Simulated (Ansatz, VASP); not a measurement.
Given: the input of a run of VASP 6.6.1 on Re.

INCAR

```
SYSTEM = Re
  PREC = Accurate
  ENCUT = 600
  EDIFF = 1E-6
  ISMEAR = -1
  SIGMA = 0.05
  LREAL = .FALSE.
  LASPH = .TRUE.
  NELM = 100
  ALGO = Normal
  ISIF = 3
  LWAVE = .FALSE.
  LCHARG = .FALSE.
  GGA = RP
  IVDW = 13
  IBRION = 2
  NSW = 60
  EDIFFG = -0.01
```

File KPOINTS:

```
regular mesh
0
G
  11 11 3
  0 0 0
```

POSCAR

```
Re
1.0
    2.7663873939      0.0000000000      0.0000000000
   -1.3831936969      2.3957617598      0.0000000000
    0.0000000000      0.0000000000      8.9388451600
Re
4
Direct
    0.6666666667      0.3333333333      0.7500000000
    0.0000000000      0.0000000000      0.5000000000
    0.3333333333      0.6666666667      0.2500000000
    0.0000000000      0.0000000000      0.0000000000
```

Potentials or basis: VASP PAW PBE potentials, release 64 (Re).

Command:

```bash
$ cat potpaw_PBE.64/Re/POTCAR > POTCAR
$ mpirun -np 1 vasp_std > vasp.out
```

Translate it to Ansatz 0.2.0. Potentials there: Ansatz PAW.

As run (the cutoff follows the program's own potentials):

Contents of input.yaml:

```yaml
crystal:
  lattice:
    - [2.7663873939, 0.0, 0.0]
    - [-1.3831936969, 2.3957617598, 0.0]
    - [0.0, 0.0, 8.93884516]
  atoms:
    - { symbol: Re, position: [0.6666666667, 0.3333333333, 0.75] }
    - { symbol: Re, position: [0.0, 0.0, 0.5] }
    - { symbol: Re, position: [0.3333333333, 0.6666666667, 0.25] }
    - { symbol: Re, position: [0.0, 0.0, 0.0] }
hamiltonian:
  xc: rpbe
  pseudopotentials: { kind: paw }
  dispersion: d4
kpoints:
  mp_grid: { grid: [11, 11, 3] }
scf:
  occupations: { method: fermi_dirac, width: 0.05 }
output:
  forces: true
  stress: true
relax:
  f_tol: 0.01
  max_steps: 40
  cell: { stress_tol: 0.05 }
```

Potentials or basis: Ansatz PAW.

The run is started by

```sh
$ ansatz run input.yaml --threads 2 --pin off --max-ram 5632MiB --backend cpu --events-out ev --progress --plain --runs-dir out
```

Both were run:

|  | VASP | Ansatz | Ansatz less VASP |
| --- | --- | --- | --- |
| relaxed volume (Å³/atom) | 14.58 | 14.59 | +0.014 |
| relaxed cell length with the largest relative difference (Å) | 8.897 | 8.901 | +0.0047 |

VASP's potentials were made for PBE, not for RPBE. VASP's potentials hold 28 valence electrons a cell and Ansatz's 60, so a difference there can come from the potentials and not from the codes.

Spin-orbit coupling is off throughout. Noted on VASP's run: too few bands were computed for a metal, which touches its energy and stress. Noted on Ansatz's run: the plane-wave basis is chosen anew once the cell has moved, so the energies of steps on either side of that aren't comparable.
